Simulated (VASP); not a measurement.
# CdSe (P1) in VASP: a series of runs

Runs on CdSe. Level: PBE. Tasks: single point.

Everything below comes from runs of VASP 6.6.1. Logs are shortened: lines on timing, memory, paths and dates and some standing lists are left out, and cuts for length are marked.

## (1) The cell of the first run

The typed cell holds 2 atoms: a = 4.239 Å, b = 4.292 Å, c = 4.407 Å, α = 61.06°, β = 60.63°, γ = 60.03°.

## (2) Single point, PBE

Input file INCAR:

```
SYSTEM = CdSe
PREC = Accurate
ENCUT = 520
EDIFF = 1E-6
ISMEAR = 0
SIGMA = 0.01
LREAL = .False.
LASPH = .True.
NELM = 60
ALGO = Normal
ISIF = 2
LWAVE = .False.
LCHARG = .True.
GGA = PE
LELF = .True.
LVHAR = .True.
NBANDS = 16
```

Input file KPOINTS:

```
Automatic mesh
0
Gamma
  4 4 4
  0 0 0
```

Input file POSCAR:

```
CdSe
1.0
    0.0229200000      3.0035200000      2.9919200000
    3.0399300000     -0.0147700000      3.0296100000
    3.1147700000      3.1160500000     -0.0896100000
Cd Se
1 1
Direct
    0.9378500000      0.0071100000      0.0465100000
    0.7031311948      0.7324816328      0.7922750429
```

Potentials or basis: VASP PAW PBE potentials, release 64 (Cd, Se).

Launch:

```console
$ cat potpaw_PBE.64/Cd/POTCAR potpaw_PBE.64/Se/POTCAR > POTCAR
$ mpirun -np 1 vasp_std > vasp.out
```

OUTCAR:

```text
SYSTEM = CdSe
   PREC = Accurate
   ENCUT = 520
   EDIFF = 1E-6
   ISMEAR = 0
   LREAL = .False.
   LASPH = .True.
   NELM = 60
   ISIF = 2
   GGA = PE

 ion  position               nearest neighbor table
   1  0.938  0.007  0.047-   2 2.56   2 2.66   2 2.68   2 2.72
   2  0.703  0.732  0.792-   1 2.56   1 2.66   1 2.68   1 2.72

  Warning from LATTYP: Got some problem with cell dimensions!
  Tried to take original basis but could not verify dimensions!
  LATTYP: Found a triclinic cell.
 ALAT       =     7.3453553690
 B/A-ratio  =     0.5810158757
 C/A-ratio  =     0.5999391634
 COS(alpha) =     0.0005969949
 COS(beta)  =     0.2834055953
 COS(gamma) =     0.8643992376

  Lattice vectors:

 A1 = (   2.9940900000,  -6.0218100000,  -2.9542300000)
 A2 = (   3.0170100000,  -3.0182900000,   0.0376900000)
 A3 = (  -3.1147700000,  -3.1160500000,   0.0896100000)

Analysis of symmetry for initial positions (statically):
=====================================================================
 Subroutine PRICEL returns:
 Original cell was already a primitive cell.

 Routine SETGRP: Setting up the symmetry group for a
 triclinic supercell.

 Subroutine GETGRP returns: Found  1 space group operations
 (whereof  1 operations were pure point group operations)
 out of a pool of  2 trial point group operations.

The static configuration has the point symmetry C_1 .

Analysis of symmetry for dynamics (positions and initial velocities):
=====================================================================
 Subroutine PRICEL returns:
 Original cell was already a primitive cell.

 Routine SETGRP: Setting up the symmetry group for a
 triclinic supercell.

 Subroutine GETGRP returns: Found  1 space group operations
 (whereof  1 operations were pure point group operations)
 out of a pool of  2 trial point group operations.

The dynamic configuration has the point symmetry C_1 .

 Subroutine INISYM returns: Found  1 space group operations
 (whereof  1 operations are pure point group operations),
 and found     1 'primitive' translations

----------------------------------------------------------------------------------------

                                     Primitive cell

  volume of cell :      57.4235

  direct lattice vectors                    reciprocal lattice vectors
     0.022920000  3.003520000  2.991920000    -0.164376833  0.169076194  0.165761045
     3.039930000 -0.014770000  3.029610000     0.167041683 -0.162323733  0.161673435
     3.114770000  3.116050000 -0.089610000     0.159232461  0.157179361 -0.159008584

  length of vectors
     4.239486172  4.291844511  4.406766355     0.288241612  0.283531687  0.274488721

  position of ions in fractional coordinates (direct lattice)
     0.937850000  0.007110000  0.046510000
     0.703131195  0.732481633  0.792275043

  ion indices of the primitive-cell ions
   primitive index   ion index
                 1           1
                 2           2

----------------------------------------------------------------------------------------

 KPOINTS: Automatic mesh

Automatic generation of k-mesh.
 Grid dimensions read from file:
 generate k-points for:    4    4    4

 Generating k-lattice:

  Cartesian coordinates                     Fractional coordinates (reciprocal lattice)
    -0.041094208  0.042269049  0.041440261     0.250000000 -0.000000000  0.000000000
     0.041760421 -0.040580933  0.040418359     0.000000000  0.250000000 -0.000000000
     0.039808115  0.039294840 -0.039752146     0.000000000 -0.000000000  0.250000000

  Length of vectors
     0.072060403  0.070882922  0.068622180

  Shift w.r.t. Gamma in fractional coordinates (k-lattice)
     0.000000000  0.000000000  0.000000000

 Subroutine IBZKPT returns following result:
 ===========================================

 Found     36 irreducible k-points:

 Following reciprocal coordinates:
            Coordinates               Weight
  0.000000  0.000000  0.000000      1.000000
  0.250000  0.000000  0.000000      2.000000
  0.500000  0.000000  0.000000      1.000000
  0.000000  0.250000  0.000000      2.000000
  0.250000  0.250000  0.000000      2.000000
  0.500000  0.250000 -0.000000      2.000000
[... 16 lines left out ...]
  0.000000 -0.250000  0.250000      2.000000
  0.250000 -0.250000  0.250000      2.000000
 [... further k-points ...]
   k-points           NKPTS =     36   k-points in BZ     NKDIM =     36   number of bands    NBANDS=     16
   number of dos      NEDOS =    301   number of ions     NIONS =      2
   total plane-waves  NPLWV =  36864
   dimension x,y,z NGX =    32 NGY =   32 NGZ =   36
   dimension x,y,z NGXF=    64 NGYF=   64 NGZF=   72
   ions per type =               1   1
   NGX,Y,Z   is equivalent  to a cutoff of  12.55, 12.40, 13.58 a.u.
   NGXF,Y,Z  is equivalent  to a cutoff of  25.10, 24.79, 27.16 a.u.
 SYSTEM =  CdSe
   PREC   = accura    normal or accurate (medium, high low for compatibility)
   ISTART =      0    job   : 0-new  1-cont  2-samecut
   ICHARG =      2    charge: 1-file 2-atom 10-const
   ISPIN  =      1    spin polarized calculation?
   LNONCOLLINEAR =      F non collinear calculations
   LSORBIT =      F    spin-orbit coupling
   LASPH  =      T    aspherical Exc in radial PAW
   ENCUT  =  520.0 eV  38.22 Ry    6.18 a.u.   7.88  7.98  8.19*2*pi/ulx,y,z
   NELM   =     60;   NELMIN=  2; NELMDL= -5     # of ELM steps
   EDIFF  = 0.1E-05   stopping-criterion for ELM
   LREAL  =      F    real-space projection
   EDIFFG = 0.1E-04   stopping-criterion for IOM
   NSW    =      0    number of steps for IOM
   IBRION =     -1    ionic relax: 0-MD 1-quasi-New 2-CG
   NFREE  =      0    steps in history (QN), initial steepest desc. (CG)
   ISIF   =      2    stress and relaxation
   ISYM   =      2    0-nonsym 1-usesym 2-fastsym
   POTIM  = 0.5000    time-step for ionic-motion
   TEBEG  =    0.0;   TEEND  =   0.0 temperature during run
   PSTRESS=    0.0 pullay stress
   NELECT =      18.0000    total number of electrons
   NUPDOWN=      -1.0000    fix difference up-down
   EMIN   =  10.00;   EMAX   =-10.00  energy-range for DOS
   EFERMI =   0.00;   METHOD = LEGACY
   ISMEAR =     0;   SIGMA  =   0.01  broadening in eV -4-tet -1-fermi 0-gaus
   EFERMI_NEDOS =   21; number of points for ismear=-14 and -15
   IALGO  =     38    algorithm
   IMIX   =      4    mixing-type and parameters
     AMIX     =   0.40;   BMIX     =  1.00
     AMIX_MAG =   1.60;   BMIX_MAG =  1.00
  volume/ion in A,a.u.               =      28.71       193.76
  Fermi-wavevector in a.u.,A,eV,Ry     =   1.112079  2.101525 16.826604  1.236721
  Thomas-Fermi vector in A             =   2.248650
   LORBIT       =      0    0 simple, 1 ext, 2 COOP (PROOUT), +10 PAW based schemes
   GGA     = PE    functional components
   LHFCALC =     F    Hartree Fock is set to
   AEXX    =    0.0000 exact exchange contribution
   IVDW    =     0    specifies the selected vdW correction
   LEPSILON=     F    determine dielectric tensor
   LRPA    =     F    only Hartree local field effects (RPA)
 non-spin polarized calculation
 Gauss-broadening in eV      SIGMA  =   0.01
  energy-cutoff  :      520.00
  volume of cell :       57.42
 maximum number of plane-waves:      1560
   NGX = 15   NGY = 15   NGZ = 17

 number of electron      17.9999998 magnetization

 Free energy of the ion-electron system (eV)
  ---------------------------------------------------
  ext. energy  EPLUGINS =         0.00000000
  ---------------------------------------------------
  free energy    TOTEN  =        -5.40293913 eV

  energy without entropy =       -5.40293913  energy(sigma->0) =       -5.40293913

 E-fermi :   0.9685     XC(G=0):  -8.7821

 val. band max:        0.9220754241   @ k =   0.0000   0.0000   0.0000
 cond. band min:       1.3628810569   @ k =   0.0000   0.0000   0.0000
 fundamental gap:      0.4408056328
 Fermi energy:         0.9684753891

 k-point     1 :       0.0000    0.0000    0.0000
  band No.  band energies     occupation
      1     -11.6742      2.00000
      2      -7.1495      2.00000
      3      -7.0739      2.00000
      4      -7.0678      2.00000
      5      -6.7489      2.00000
      6      -6.7476      2.00000
[... 8 lines left out ...]
     15      11.7962      0.00000
     16      11.8834      0.00000

 k-point     2 :       0.2500    0.0000    0.0000
  band No.  band energies     occupation
      1     -11.4896      2.00000
      2      -7.0846      2.00000
      3      -7.0291      2.00000
      4      -6.8712      2.00000
      5      -6.7472      2.00000
      6      -6.7404      2.00000
[... 8 lines left out ...]
     15      10.7970      0.00000
     16      10.9761      0.00000

 k-point     3 :       0.5000    0.0000    0.0000
  band No.  band energies     occupation
      1     -11.3033      2.00000
      2      -7.0358      2.00000
      3      -7.0065      2.00000
      4      -6.7316      2.00000
      5      -6.7117      2.00000
      6      -6.4313      2.00000
[... 8 lines left out ...]
     15      12.5440      0.00000
     16      13.1852      0.00000

 k-point     4 :       0.0000    0.2500    0.0000
  band No.  band energies     occupation
      1     -11.4876      2.00000
      2      -7.0106      2.00000
      3      -7.0057      2.00000
      4      -6.9384      2.00000
      5      -6.7550      2.00000
      6      -6.7478      2.00000
[... 8 lines left out ...]
     15      10.9323      0.00000
     16      11.0254      0.00000

 k-point     5 :       0.2500    0.2500    0.0000
  band No.  band energies     occupation
      1     -11.4375      2.00000
      2      -7.0355      2.00000
      3      -6.9525      2.00000
      4      -6.9310      2.00000
      5      -6.7461      2.00000
      6      -6.7205      2.00000
[... 8 lines left out ...]
     15      12.3390      0.00000
     16      13.8370      0.00000

 k-point     6 :       0.5000    0.2500   -0.0000
  band No.  band energies     occupation
      1     -11.2534      2.00000
      2      -7.0000      2.00000
      3      -6.9095      2.00000
      4      -6.8231      2.00000
      5      -6.7072      2.00000
      6      -6.4092      2.00000
[... 8 lines left out ...]
     15      13.0342      0.00000
     16      13.8206      0.00000

 k-point     7 :      -0.2500    0.2500   -0.0000
  band No.  band energies     occupation
      1     -11.3037      2.00000
      2      -6.9800      2.00000
      3      -6.9477      2.00000
      4      -6.7634      2.00000
      5      -6.7575      2.00000
      6      -6.5375      2.00000
[... 8 lines left out ...]
     15      12.2075      0.00000
     16      13.9398      0.00000

 k-point     8 :       0.0000    0.5000    0.0000
  band No.  band energies     occupation
      1     -11.2979      2.00000
      2      -6.9626      2.00000
      3      -6.9606      2.00000
      4      -6.7402      2.00000
      5      -6.7249      2.00000
      6      -6.4834      2.00000
[... 8 lines left out ...]
     15      12.2922      0.00000
     16      13.2633      0.00000

 k-point     9 :       0.2500    0.5000    0.0000
  band No.  band energies     occupation
      1     -11.2516      2.00000
      2      -6.9588      2.00000
      3      -6.8808      2.00000
      4      -6.8161      2.00000
      5      -6.7236      2.00000
      6      -6.4418      2.00000
[... 8 lines left out ...]
     15      12.7292      0.00000
     16      13.7196      0.00000
[... 172 lines left out ...]
 k-point    19 :      -0.0000    0.5000    0.2500
  band No.  band energies     occupation
      1     -11.2541      2.00000
      2      -6.9389      2.00000
      3      -6.8963      2.00000
      4      -6.8195      2.00000
      5      -6.7155      2.00000
      6      -6.4388      2.00000
[... 8 lines left out ...]
     15      13.4041      0.00000
     16      13.5846      0.00000

 k-point    20 :       0.2500    0.5000    0.2500
  band No.  band energies     occupation
      1     -11.3094      2.00000
      2      -6.9851      2.00000
      3      -6.9515      2.00000
      4      -6.7653      2.00000
      5      -6.7561      2.00000
      6      -6.5413      2.00000
[... 8 lines left out ...]
     15      12.1273      0.00000
     16      13.9056      0.00000

 k-point    21 :       0.5000    0.5000    0.2500
  band No.  band energies     occupation
      1     -11.2587      2.00000
      2      -6.9785      2.00000
      3      -6.9553      2.00000
      4      -6.7997      2.00000
      5      -6.7091      2.00000
      6      -6.4174      2.00000
[... 8 lines left out ...]
     15      13.3222      0.00000
     16      13.5581      0.00000

 k-point    22 :      -0.2500    0.5000    0.2500
  band No.  band energies     occupation
      1     -11.2056      2.00000
      2      -6.9424      2.00000
      3      -6.9058      2.00000
      4      -6.7774      2.00000
      5      -6.7440      2.00000
      6      -6.2864      2.00000
[... 8 lines left out ...]
     15      13.3449      0.00000
     16      13.6919      0.00000

 k-point    23 :       0.0000   -0.2500    0.2500
  band No.  band energies     occupation
      1     -11.3285      2.00000
      2      -6.9815      2.00000
      3      -6.9590      2.00000
      4      -6.7678      2.00000
      5      -6.7524      2.00000
      6      -6.5782      2.00000
[... 8 lines left out ...]
     15      11.5803      0.00000
     16      13.3902      0.00000

 k-point    24 :       0.2500   -0.2500    0.2500
  band No.  band energies     occupation
      1     -11.2518      2.00000
      2      -6.9534      2.00000
      3      -6.8856      2.00000
      4      -6.8138      2.00000
      5      -6.7230      2.00000
      6      -6.4443      2.00000
[... 8 lines left out ...]
     15      12.7565      0.00000
     16      13.8494      0.00000

 [... further k-points ...]

------------------------ aborting loop because EDIFF is reached ----------------------------------------

  FORCE on cell =-STRESS in cart. coord.  units (eV):
  Direction    XX          YY          ZZ          XY          YZ          ZX
  --------------------------------------------------------------------------------------
  -------------------------------------------------------------------------------------
  Total        0.8351655      0.8602805      0.8752389     -0.7004273      0.0065152      0.5138384
  in kB       23.3020141     24.0027519     24.4201062    -19.5426748      0.1817805     14.3366430
  external PRESSURE =      23.9082907 kB  Pullay stress =       0.0000000 kB

 VOLUME and BASIS-vectors are now :
 -----------------------------------------------------------------------------
  energy-cutoff  :      520.00
  volume of cell :       57.42
      direct lattice vectors                 reciprocal lattice vectors
     0.022920000  3.003520000  2.991920000    -0.164376833  0.169076194  0.165761045
     3.039930000 -0.014770000  3.029610000     0.167041683 -0.162323733  0.161673435
     3.114770000  3.116050000 -0.089610000     0.159232461  0.157179361 -0.159008584

 POSITION                                       TOTAL-FORCE (eV/Angst)
 -----------------------------------------------------------------------------------
      0.18798      2.96167      2.82334        -0.227465      0.300330     -0.364332
      4.71056      4.56982      4.25185         0.227465     -0.300330      0.364332
 -----------------------------------------------------------------------------------
    total drift:                               -0.000409      0.000310      0.000043

  FREE ENERGIE OF THE ION-ELECTRON SYSTEM (eV)
  ---------------------------------------------------
  free  energy   TOTEN  =        -5.4029391299 eV

  energy  without entropy=       -5.4029391299  energy(sigma->0) =       -5.40293913
```

Wall time 20 s (1 thread of Intel Xeon Platinum 8375C at 2.90GHz (Ice Lake), shared host); peak memory 0.19 GiB.

What came out:

```
Free energy            : -5.4029 eV
Pressure               : 2.4 GPa
Largest force          : 0.524 eV/Å
Band gap on the k mesh : 0.44 eV, direct
```

Forces in eV/Å, atoms in the order of the input:
```
Cd  -0.227  0.300 -0.364
Se   0.227 -0.300  0.364
```

Caveat: the k points lie up to 0.45 Å⁻¹ apart.

## (3) Single point, PBE

Input file INCAR:

```
SYSTEM = CdSe
ALGO = Normal
EDIFF = 1E-6
ENCUT = 520
GGA = PE
ISIF = 2
ISMEAR = 0
LASPH = .True.
LCHARG = .True.
LELF = .True.
LREAL = .False.
LVHAR = .True.
LWAVE = .False.
NBANDS = 16
NELM = 100
PREC = Accurate
SIGMA = 0.01
```

Input file KPOINTS:

```
k-points
0
Gamma
  4 4 4
  0 0 0
```

POSCAR: that of step 2 with these lines changed.

```diff
@@ -9,2 +9,2 @@
     0.9378500000      0.0071100000      0.0465100000
-    0.7031311948      0.7324816328      0.7922750429
+    0.7072752209      0.7365234687      0.7882998283
```

Potentials or basis: VASP PAW PBE potentials, release 64 (Cd, Se).

Launch:

```console
$ cat potpaw_PBE.64/Cd/POTCAR potpaw_PBE.64/Se/POTCAR > POTCAR
$ mpirun -np 1 vasp_std > vasp.out
```

It took 21 s on 1 thread of Intel Xeon Platinum 8375C at 2.90GHz (Ice Lake), shared host; peak memory 0.19 GiB.

Results (log left out):

```
Free energy            : -5.4105 eV
Pressure               : 2.3 GPa
Largest force          : 0.425 eV/Å
Band gap on the k mesh : 0.43 eV, direct
```

Forces in eV/Å, atoms in the order of the input:
```
Cd  -0.203  0.282 -0.244
Se   0.203 -0.282  0.244
```

Stress tensor (GPa, compression positive):
```
 2.22 -1.51  1.40
-1.51  2.28  0.11
 1.40  0.11  2.37
```

Levels at points of the mesh, in eV from the valence-band top:
| k point | band 6 | band 7 | band 8 | band 9 | band 10 | band 11 | band 12 | band 13 |
| --- | --- | --- | --- | --- | --- | --- | --- | --- |
| (0.00, 0.00, 0.00) | -7.67 | -0.26 | -0.11 | 0.00 | 0.43 | 5.49 | 5.94 | 6.05 |
| (0.50, 0.00, 0.00) | -7.35 | -4.27 | -0.98 | -0.81 | 2.02 | 5.94 | 6.35 | 7.27 |
| (0.00, 0.50, 0.00) | -7.40 | -4.53 | -0.98 | -0.77 | 2.32 | 6.29 | 6.42 | 7.31 |
| (0.50, 0.50, 0.00) | -7.32 | -4.10 | -2.02 | -1.78 | 2.98 | 3.62 | 8.79 | 9.94 |
| (0.00, 0.00, 0.50) | -7.43 | -4.43 | -0.82 | -0.58 | 2.46 | 6.35 | 6.66 | 7.06 |
| (0.50, 0.00, 0.50) | -7.33 | -4.11 | -1.94 | -1.83 | 3.03 | 3.62 | 8.72 | 9.97 |
| (0.00, 0.50, 0.50) | -7.32 | -4.12 | -2.07 | -1.71 | 2.85 | 3.80 | 8.83 | 9.92 |
| (0.50, 0.50, 0.50) | -7.37 | -4.33 | -0.98 | -0.74 | 2.13 | 6.03 | 6.43 | 7.25 |

Caveat: the k points lie up to 0.45 Å⁻¹ apart. A hybrid or GW would open this gap; PBE tends to underestimate it.

(Part 1 of 2 ends here.)
